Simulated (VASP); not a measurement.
# La (Fd-3m) in VASP: a series of runs

Runs on La. Level: PBE. Tasks: single point, relaxation of cell and atoms.

Program: VASP 6.6.1. These are calculated values, not measurements. Logs are shortened: lines on timing, memory, paths and dates and some standing lists are left out, and cuts for length are marked.

### 1 The cell of the first run

The structure is cubic, space group Fd-3m (No. 227). The conventional cell has a = 9.611 Å, b = 9.611 Å, c = 9.611 Å, α = 90.00°, β = 90.00°, γ = 90.00°. La (site symmetry -3m) has 6 La at 3.40 Å within 4.5 Å.

### 2 Single point, PBE

Input file INCAR:

```
SYSTEM = La
ALGO = Normal
EDIFF = 1E-6
ENCUT = 520
GGA = PE
ISIF = 2
ISMEAR = 0
LASPH = .True.
LCHARG = .False.
LREAL = .False.
LWAVE = .False.
NBANDS = 30
NELM = 100
PREC = Accurate
SIGMA = 0.1
```

Input file KPOINTS:

```
k-points
0
Gamma
  8 8 8
  0 0 0
```

Input file POSCAR:

```
La
1.0
    0.0000000000      4.8054772453      4.8054772453
    4.8054772453      0.0000000000      4.8054772453
    4.8054772453      4.8054772453      0.0000000000
La
4
Direct
    0.1250000000      0.1250000000      0.1250000000
    0.1250000000      0.1250000000      0.6250000000
    0.1250000000      0.6250000000      0.1250000000
    0.6250000000      0.1250000000      0.1250000000
```

Potentials or basis: VASP PAW PBE potentials, release 64 (La).

Launch:

```
> cat potpaw_PBE.64/La/POTCAR > POTCAR
> mpirun -np 1 vasp_std > vasp.out
```

OUTCAR:

```text
SYSTEM = La
   EDIFF = 1E-6
   ENCUT = 520
   GGA = PE
   ISIF = 2
   ISMEAR = 0
   LASPH = .True.
   LREAL = .False.
   NELM = 100
   PREC = Accurate

 ion  position               nearest neighbor table
   1  0.125  0.125  0.125-   2 3.40   3 3.40   4 3.40   2 3.40   3 3.40   4 3.40
   2  0.125  0.125  0.625-   1 3.40   1 3.40   3 3.40   4 3.40   3 3.40   4 3.40
   3  0.125  0.625  0.125-   1 3.40   2 3.40   1 3.40   2 3.40   4 3.40   4 3.40
   4  0.625  0.125  0.125-   1 3.40   2 3.40   3 3.40   1 3.40   2 3.40   3 3.40

  LATTYP: Found a face centered cubic cell.
 ALAT       =     9.6109544906

  Lattice vectors:

 A1 = (   0.0000000000,   4.8054772453,   4.8054772453)
 A2 = (   4.8054772453,   0.0000000000,   4.8054772453)
 A3 = (   4.8054772453,   4.8054772453,   0.0000000000)

Analysis of symmetry for initial positions (statically):
=====================================================================
 Subroutine PRICEL returns:
 Original cell was already a primitive cell.

 Routine SETGRP: Setting up the symmetry group for a
 face centered cubic supercell.

 Subroutine GETGRP returns: Found 48 space group operations
 (whereof 24 operations were pure point group operations)
 out of a pool of 48 trial point group operations.

The static configuration has the point symmetry T_d .
 The point group associated with its full space group is O_h .

Analysis of symmetry for dynamics (positions and initial velocities):
=====================================================================
 Subroutine PRICEL returns:
 Original cell was already a primitive cell.

 Routine SETGRP: Setting up the symmetry group for a
 face centered cubic supercell.

 Subroutine GETGRP returns: Found 48 space group operations
 (whereof 24 operations were pure point group operations)
 out of a pool of 48 trial point group operations.

The dynamic configuration has the point symmetry T_d .
 The point group associated with its full space group is O_h .

 Subroutine INISYM returns: Found 48 space group operations
 (whereof 24 operations are pure point group operations),
 and found     1 'primitive' translations

----------------------------------------------------------------------------------------

                                     Primitive cell

  volume of cell :     221.9420

  direct lattice vectors                    reciprocal lattice vectors
     0.000000000  4.805477245  4.805477245    -0.104047938  0.104047938  0.104047938
     4.805477245  0.000000000  4.805477245     0.104047938 -0.104047938  0.104047938
     4.805477245  4.805477245  0.000000000     0.104047938  0.104047938 -0.104047938

  length of vectors
     6.795971094  6.795971094  6.795971094     0.180216316  0.180216316  0.180216316

  position of ions in fractional coordinates (direct lattice)
     0.125000000  0.125000000  0.125000000
     0.125000000  0.125000000  0.625000000
     0.125000000  0.625000000  0.125000000
     0.625000000  0.125000000  0.125000000

  ion indices of the primitive-cell ions
   primitive index   ion index
                 1           1
                 2           2
                 3           3
                 4           4

----------------------------------------------------------------------------------------

 KPOINTS: k-points

Automatic generation of k-mesh.
 Grid dimensions read from file:
 generate k-points for:    8    8    8

 Generating k-lattice:

  Cartesian coordinates                     Fractional coordinates (reciprocal lattice)
    -0.013005992  0.013005992  0.013005992     0.125000000  0.000000000  0.000000000
     0.013005992 -0.013005992  0.013005992     0.000000000  0.125000000  0.000000000
     0.013005992  0.013005992 -0.013005992     0.000000000  0.000000000  0.125000000

  Length of vectors
     0.022527039  0.022527039  0.022527039

  Shift w.r.t. Gamma in fractional coordinates (k-lattice)
     0.000000000  0.000000000  0.000000000

 Subroutine IBZKPT returns following result:
 ===========================================

 Found     29 irreducible k-points:

 Following reciprocal coordinates:
            Coordinates               Weight
  0.000000  0.000000  0.000000      1.000000
  0.125000  0.000000  0.000000      8.000000
  0.250000  0.000000  0.000000      8.000000
  0.375000  0.000000  0.000000      8.000000
  0.500000  0.000000  0.000000      4.000000
  0.125000  0.125000  0.000000      6.000000
[... 16 lines left out ...]
  0.500000  0.250000  0.125000     48.000000
 -0.375000  0.250000  0.125000     24.000000
 [... further k-points ...]
   k-points           NKPTS =     29   k-points in BZ     NKDIM =     29   number of bands    NBANDS=     30
   number of dos      NEDOS =    301   number of ions     NIONS =      4
   total plane-waves  NPLWV = 157464
   dimension x,y,z NGX =    54 NGY =   54 NGZ =   54
   dimension x,y,z NGXF=   108 NGYF=  108 NGZF=  108
   ions per type =               4
   NGX,Y,Z   is equivalent  to a cutoff of  13.21, 13.21, 13.21 a.u.
   NGXF,Y,Z  is equivalent  to a cutoff of  26.42, 26.42, 26.42 a.u.
 SYSTEM =  La
   PREC   = accura    normal or accurate (medium, high low for compatibility)
   ISTART =      0    job   : 0-new  1-cont  2-samecut
   ICHARG =      2    charge: 1-file 2-atom 10-const
   ISPIN  =      1    spin polarized calculation?
   LNONCOLLINEAR =      F non collinear calculations
   LSORBIT =      F    spin-orbit coupling
   LASPH  =      T    aspherical Exc in radial PAW
   ENCUT  =  520.0 eV  38.22 Ry    6.18 a.u.  12.64 12.64 12.64*2*pi/ulx,y,z
   NELM   =    100;   NELMIN=  2; NELMDL= -5     # of ELM steps
   EDIFF  = 0.1E-05   stopping-criterion for ELM
   LREAL  =      F    real-space projection
   EDIFFG = 0.1E-04   stopping-criterion for IOM
   NSW    =      0    number of steps for IOM
   IBRION =     -1    ionic relax: 0-MD 1-quasi-New 2-CG
   NFREE  =      0    steps in history (QN), initial steepest desc. (CG)
   ISIF   =      2    stress and relaxation
   ISYM   =      2    0-nonsym 1-usesym 2-fastsym
   POTIM  = 0.5000    time-step for ionic-motion
   TEBEG  =    0.0;   TEEND  =   0.0 temperature during run
   PSTRESS=    0.0 pullay stress
   NELECT =      44.0000    total number of electrons
   NUPDOWN=      -1.0000    fix difference up-down
   EMIN   =  10.00;   EMAX   =-10.00  energy-range for DOS
   EFERMI =   0.00;   METHOD = LEGACY
   ISMEAR =     0;   SIGMA  =   0.10  broadening in eV -4-tet -1-fermi 0-gaus
   EFERMI_NEDOS =   21; number of points for ismear=-14 and -15
   IALGO  =     38    algorithm
   IMIX   =      4    mixing-type and parameters
     AMIX     =   0.40;   BMIX     =  1.00
     AMIX_MAG =   1.60;   BMIX_MAG =  1.00
  volume/ion in A,a.u.               =      55.49       374.43
  Fermi-wavevector in a.u.,A,eV,Ry     =   0.954580  1.803895 12.397953  0.911224
  Thomas-Fermi vector in A             =   2.083340
   LORBIT       =      0    0 simple, 1 ext, 2 COOP (PROOUT), +10 PAW based schemes
   GGA     = PE    functional components
   LHFCALC =     F    Hartree Fock is set to
   AEXX    =    0.0000 exact exchange contribution
   IVDW    =     0    specifies the selected vdW correction
   LEPSILON=     F    determine dielectric tensor
   LRPA    =     F    only Hartree local field effects (RPA)
 non-spin polarized calculation
 Gauss-broadening in eV      SIGMA  =   0.10
  energy-cutoff  :      520.00
  volume of cell :      221.94
 maximum number of plane-waves:      6008
 NGX is ok and might be reduce to    54
   NGX = 25   NGY = 25   NGZ = 25

 number of electron      44.0000004 magnetization

 Free energy of the ion-electron system (eV)
  ---------------------------------------------------
  ext. energy  EPLUGINS =         0.00000000
  ---------------------------------------------------
  free energy    TOTEN  =       -14.71327673 eV

  energy without entropy =      -14.66743381  energy(sigma->0) =      -14.69035527

 E-fermi :   4.2041     XC(G=0):  -7.6518

 val. band max:        4.2022807456   @ k =   0.3750   0.2500   0.1250
 cond. band min:       4.2121448243   @ k =   0.5000   0.5000   0.0000
 fundamental gap:      0.0098640787
 Fermi energy:         4.2041289104

 k-point     1 :       0.0000    0.0000    0.0000
  band No.  band energies     occupation
      1     -29.0097      2.00000
      2     -28.6411      2.00000
      3     -28.6411      2.00000
      4     -28.6411      2.00000
      5     -14.0216      2.00000
      6     -13.1720      2.00000
[... 22 lines left out ...]
     29       5.5288      0.00000
     30       5.5292      0.00000

 k-point     2 :       0.1250    0.0000    0.0000
  band No.  band energies     occupation
      1     -28.9999      2.00000
      2     -28.6522      2.00000
      3     -28.6412      2.00000
      4     -28.6412      2.00000
      5     -13.9713      2.00000
      6     -13.1568      2.00000
[... 22 lines left out ...]
     29       5.5094      0.00000
     30       5.5294      0.00000

 k-point     3 :       0.2500    0.0000    0.0000
  band No.  band energies     occupation
      1     -28.9730      2.00000
      2     -28.6821      2.00000
      3     -28.6414      2.00000
      4     -28.6414      2.00000
      5     -13.8432      2.00000
      6     -13.0972      2.00000
[... 22 lines left out ...]
     29       5.4218      0.00000
     30       5.5279      0.00000

 k-point     4 :       0.3750    0.0000    0.0000
  band No.  band energies     occupation
      1     -28.9392      2.00000
      2     -28.7189      2.00000
      3     -28.6415      2.00000
      4     -28.6415      2.00000
      5     -13.7097      2.00000
      6     -13.0510      2.00000
[... 616 lines left out ...]
     29       5.4309      0.00000
     30       5.4985      0.00000

 k-point    23 :       0.5000    0.2500    0.1250
  band No.  band energies     occupation
      1     -28.9146      2.00000
      2     -28.7448      2.00000
      3     -28.6418      2.00000
      4     -28.6417      2.00000
      5     -13.5776      2.00000
      6     -13.0808      2.00000
[... 22 lines left out ...]
     29       5.2440      0.00000
     30       5.4846      0.00000

 k-point    24 :      -0.3750    0.2500    0.1250
  band No.  band energies     occupation
      1     -28.8950      2.00000
      2     -28.7653      2.00000
      3     -28.6419      2.00000
      4     -28.6417      2.00000
      5     -13.5139      2.00000
      6     -13.0378      2.00000
[... 22 lines left out ...]
     29       5.2399      0.00000
     30       5.5064      0.00000

 [... further k-points ...]

------------------------ aborting loop because EDIFF is reached ----------------------------------------

  FORCE on cell =-STRESS in cart. coord.  units (eV):
  Direction    XX          YY          ZZ          XY          YZ          ZX
  --------------------------------------------------------------------------------------
  -------------------------------------------------------------------------------------
  Total        0.0106077      0.0106077      0.0106077      0.0000000     -0.0000000     -0.0000000
  in kB        0.0765759      0.0765759      0.0765759      0.0000000     -0.0000000     -0.0000000
  external PRESSURE =       0.0765759 kB  Pullay stress =       0.0000000 kB

 VOLUME and BASIS-vectors are now :
 -----------------------------------------------------------------------------
  energy-cutoff  :      520.00
  volume of cell :      221.94
      direct lattice vectors                 reciprocal lattice vectors
     0.000000000  4.805477245  4.805477245    -0.104047938  0.104047938  0.104047938
     4.805477245  0.000000000  4.805477245     0.104047938 -0.104047938  0.104047938
     4.805477245  4.805477245  0.000000000     0.104047938  0.104047938 -0.104047938

 POSITION                                       TOTAL-FORCE (eV/Angst)
 -----------------------------------------------------------------------------------
      1.20137      1.20137      1.20137        -0.000000      0.000000      0.000000
      3.60411      3.60411      1.20137         0.000000      0.000000      0.000000
      3.60411      1.20137      3.60411        -0.000000     -0.000000      0.000000
      1.20137      3.60411      3.60411         0.000000     -0.000000     -0.000000
 -----------------------------------------------------------------------------------
    total drift:                                0.000000      0.000000      0.000000

  FREE ENERGIE OF THE ION-ELECTRON SYSTEM (eV)
  ---------------------------------------------------
  free  energy   TOTEN  =       -14.7132767268 eV

  energy  without entropy=      -14.6674338111  energy(sigma->0) =      -14.69035527
```

Run time: 3.4 min. Hardware: 1 thread of Intel Xeon 6975P-C (Granite Rapids), shared host; peak memory 0.47 GiB.

Results:

- Free energy: -14.7133 eV
- Pressure: 0.0 GPa
- Band gap on the k mesh: zero (band 22 reaches 4.39 eV, above the bottom of band 23 at 3.95 eV)

Caveat: spin-orbit coupling is left out, which moves the levels of the heavy elements.

### 3 Relaxation of cell and atoms, PBE

This run uses another cell than the first one, of 56.08 Å³/atom, 1.011 times its volume.

Input file INCAR:

```
  ALGO = Normal
  EDIFF = 1E-7
  EDIFFG = -0.01
  ENCUT = 600
  GGA = PE
  IBRION = 2
  ISIF = 3
  ISMEAR = 0
  LASPH = True
  LCHARG = False
  LREAL = False
  LWAVE = False
  NELM = 100
  NSW = 100
  PREC = Accurate
  SIGMA = 0.1
```

Input file KPOINTS:

```
k-points
0
Gamma
  8 8 8
```

Input file POSCAR:

```
La
1.0
    0.0000000000      4.8225853512      4.8225853512
    4.8225853512      0.0000000000      4.8225853512
    4.8225853512      4.8225853512      0.0000000000
La
4
Direct
    0.1250000000      0.1250000000      0.1250000000
    0.1250000000      0.1250000000      0.6250000000
    0.1250000000      0.6250000000      0.1250000000
    0.6250000000      0.1250000000      0.1250000000
```

Potentials or basis: VASP PAW PBE potentials, release 64 (La).

Launch:

```
> cat potpaw_PBE.64/La/POTCAR > POTCAR
> mpirun -np 1 vasp_std > vasp.out
```

Wall time 8.9 min (1 thread of Intel Xeon 6975P-C (Granite Rapids), shared host); peak memory 0.52 GiB.

Results (log left out):

| Quantity | Value |
| --- | --- |
| Free energy | -14.7165 eV |
| Relaxed volume | 55.57 Å³/atom |
| Relaxed cell | a = 6.799 Å, b = 6.799 Å, c = 6.799 Å, α = 60.00°, β = 60.00°, γ = 60.00° |
| Space group after relaxing (to 0.05 Å) | Fd-3m (No. 227) |
| Energy gained by relaxing | 0.2 meV/atom |
| Ionic steps | 3 |
| Pressure after relaxing | 0.0 GPa |

Step by step:
```csv
step,energy change (eV),largest force (eV/Å),pressure (GPa),volume (Å³)
1,0.0000,0.0000,-0.12,224.32
2,-0.0007,0.0000,-0.04,223.02
3,-0.0008,0.0000,-0.01,222.28
```

Final structure:
```
CELL_PARAMETERS angstrom
0.00000 4.80792 4.80792
4.80792 0.00000 4.80792
4.80792 4.80792 0.00000
ATOMIC_POSITIONS crystal
La 0.12500 0.12500 0.12500
La 0.12500 0.12500 0.62500
La 0.12500 0.62500 0.12500
La 0.62500 0.12500 0.12500
```

Levels at points of the mesh, in eV from the Fermi level:
```
           k point  band 19  band 20  band 21  band 22  band 23  band 24  band 25  band 26
(0.00, 0.00, 0.00)    -1.15    -1.15    -1.15    -0.26    -0.26    -0.26    -0.06    -0.06
(0.50, 0.00, 0.00)    -0.50    -0.50    -0.46    -0.37     0.45     0.45     0.63     0.64
(0.50, 0.50, 0.00)    -0.26    -0.26     0.01     0.01     0.20     0.20     0.89     0.89
```

Caveat: the bands computed are all filled at some k points, so no gap is given; spin-orbit coupling is left out, which moves the levels of the heavy elements.

[end of part 1 of 2]
